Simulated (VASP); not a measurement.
**CsPbCl3: relaxation of cell and atoms with PBEsol**

CsPbCl3:

```
Cs Pb Cl
1.0
     5.74026    0.00000    0.00000
     0.00000    5.74026    0.00000
     0.00000    0.00000    5.74026
Cs Pb Cl
1 1 3
Direct
  0.00000 0.00000 0.00000
  0.50000 0.50000 0.50000
  0.50000 0.50000 0.00000
  0.00000 0.50000 0.50000
  0.50000 0.00000 0.50000
```

```yaml
Program: VASP 6.6.1
Task: relaxation of cell and atoms
Functional: PBEsol
Potentials_or_basis: VASP PAW PBE potentials, release 64 (Cs_sv, Pb_d, Cl)
Cutoff: 600 eV
k_mesh: 4 × 4 × 4
Occupations: fermi-dirac, width 0.02 eV
Spin: no spin polarisation
Dipole_correction: no
Further_INCAR_settings: ALGO = Normal; EDIFF = 1e-07; IBRION = 2; EDIFFG = -0.005; NSW = 80; ISIF = 3
```

```json
{"Relaxed volume": "35.63 Å³/atom", "Relaxed cell": "a = 5.627 Å, b = 5.627 Å, c = 5.627 Å, α = 90.00°, β = 90.00°, γ = 90.00°", "Space group after relaxing (to 0.1 Å)": "Pm-3m (No. 221)", "Energy gained by relaxing": "9.6 meV/atom", "Ionic steps": "3", "Pressure after relaxing": "0.0 GPa", "Band gap on the k mesh": "1.85 eV"}
```

The path:
| step | energy change (eV) | largest force (eV/Å) | pressure (GPa) | volume (Å³) |
| --- | --- | --- | --- | --- |
| 1 | 0.0000 | 0.0000 | -1.32 | 189.15 |
| 2 | -0.0450 | 0.0000 | -0.36 | 180.77 |
| 3 | -0.0481 | 0.0000 | -0.01 | 178.17 |

Final structure:
```
CELL_PARAMETERS angstrom
5.62702 0.00000 0.00000
0.00000 5.62702 0.00000
0.00000 0.00000 5.62702
ATOMIC_POSITIONS crystal
Cs 0.00000 0.00000 0.00000
Pb 0.50000 0.50000 0.50000
Cl 0.50000 0.50000 0.00000
Cl 0.00000 0.50000 0.50000
Cl 0.50000 0.00000 0.50000
```

Levels at points of the mesh, in eV from the valence-band top:
```csv
k point,band 19,band 20,band 21,band 22,band 23,band 24,band 25,band 26
"(0.00, 0.00, 0.00)",-2.54,-2.44,-2.44,-2.44,3.27,4.29,4.29,5.18
"(0.50, 0.00, 0.00)",-2.65,-2.55,-2.55,-1.65,2.94,4.65,5.26,5.26
"(0.50, 0.50, 0.00)",-2.73,-2.68,-2.13,-0.80,2.44,2.44,4.86,5.37
"(0.50, 0.50, 0.50)",-2.12,-2.12,-2.12,0.00,1.85,1.85,1.85,5.05
```

Wall time 3.9 min on 1 thread of Intel Xeon 8259CL, with other jobs on the host, peak memory 0.37 GiB.

Caveat: the PAW data sets were made with another functional, which shifts forces and pressure a little; spin-orbit coupling is left out, which moves the levels of the heavy elements. A k mesh can miss the band edges.
